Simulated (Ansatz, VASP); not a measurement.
# Mg3Zn2O3: VASP beside Ansatz

```xyz
16
Lattice="2.9695 0.0000 0.0000 0.0000 2.9695 0.0000 0.0000 0.0000 20.9048" Properties=species:S:1:pos:R:3 pbc="T T T"
Mg    0.0000    1.4848   19.8314
Mg    0.0000    1.4848    3.2174
Mg    0.0000    1.4848   15.5185
Mg    1.4848    0.0000   17.6874
Mg    1.4848    0.0000    1.0734
Mg    1.4848    0.0000    5.3862
Zn    0.0000    1.4848    7.8939
Zn    1.4848    0.0000   13.0109
Zn    0.0000    1.4848   11.3498
Zn    1.4848    0.0000    9.5550
O     0.0000    1.4848   17.6824
O     0.0000    1.4848    5.3714
O     0.0000    1.4848    1.0727
O     1.4848    0.0000   19.8321
O     1.4848    0.0000    3.2223
O     1.4848    0.0000   15.5334
```

Alike in both runs: functional PBE; k mesh 10 × 10 × 2; occupations gaussian, width 0.1 eV; no spin polarisation.

Ansatz relaxed the structure, and its values are those at the end. VASP's run is a single point on that final structure, the one shown.

|  | VASP | Ansatz |
| --- | --- | --- |
| version | VASP 6.6.1 | Ansatz 0.2.0 |
| potentials or method | VASP PAW PBE potentials, release 64 (Mg, Zn, O), cutoff 520 eV | scalar-relativistic, plane waves, PAW |
| valence electrons in the cell | 96 | 144 |

|  | VASP | Ansatz | Ansatz less VASP |
| --- | --- | --- | --- |
| gap on the k mesh at the Fermi level (eV) | none | none | - |
| pressure (GPa) | -0.4 | 0.0 | +0.35 |
| rms of the force components (eV/Å) | 0.006 | 0.001 | -0.0053 |

A gap of «none» marks a metal or a gap that the smearing closes. VASP's potentials hold 96 valence electrons a cell and Ansatz's 144, so a difference there can come from the potentials and not from the codes.
